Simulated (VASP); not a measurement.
A run of VASP 6.6.1 is set up as follows.

File POSCAR:

```
HgTe
1.0
   -3.0836121254      3.0836121254      1.7192183368
    3.0836121254     -3.0836121254      1.7192183368
    3.0836121254      3.0836121254     -1.7192183368
Hg Te
1 1
Direct
    0.2500000000      0.7500000000      0.5000000000
    0.0000000000      0.0000000000      0.0000000000
```

The input INCAR.step1:

```
SYSTEM = HgTe
PREC = Accurate
ENCUT = 520
ISMEAR = 0
SIGMA = 0.1
LREAL = .FALSE.
LASPH = .TRUE.
NELM = 80
NBANDS = 16
GGA = PE
ALGO = Normal
EDIFF = 1E-4
LWAVE = .TRUE.
LCHARG = .FALSE.
```

INCAR.step2

```
SYSTEM = HgTe
PREC = Accurate
ENCUT = 520
EDIFF = 1E-6
ISMEAR = 0
SIGMA = 0.1
LREAL = .FALSE.
LASPH = .TRUE.
NELM = 80
ALGO = Normal
ISIF = 2
LWAVE = .FALSE.
LCHARG = .TRUE.
METAGGA = R2SCAN
LMIXTAU = .TRUE.
LELF = .TRUE.
LVHAR = .TRUE.
NBANDS = 16
ISTART = 1
```

File KPOINTS:

```
Automatic mesh
0
G
  16 16 16
  0 0 0
```

Potentials or basis: VASP PAW PBE potentials, release 64 (Hg, Te).

Command:

```console
$ cat potpaw_PBE.64/Hg/POTCAR potpaw_PBE.64/Te/POTCAR > POTCAR
$ cp INCAR.step1 INCAR
$ mpirun -np 1 vasp_std > vasp.out
$ cp INCAR.step2 INCAR
$ mpirun -np 1 vasp_std > vasp.out
```

(1) Predict the band gap on the k mesh.

(2) What does it give for the pressure?

Results:

(1) zero (bands 9 and 10 overlap by 3.42 eV).

(2) -5.0 GPa.

Caveat: the cell differs from its parent crystal (strained); the cell stands under tension; the PAW data sets were made with another functional, which shifts forces and pressure a little; spin-orbit coupling is left out, which moves the levels of the heavy elements.
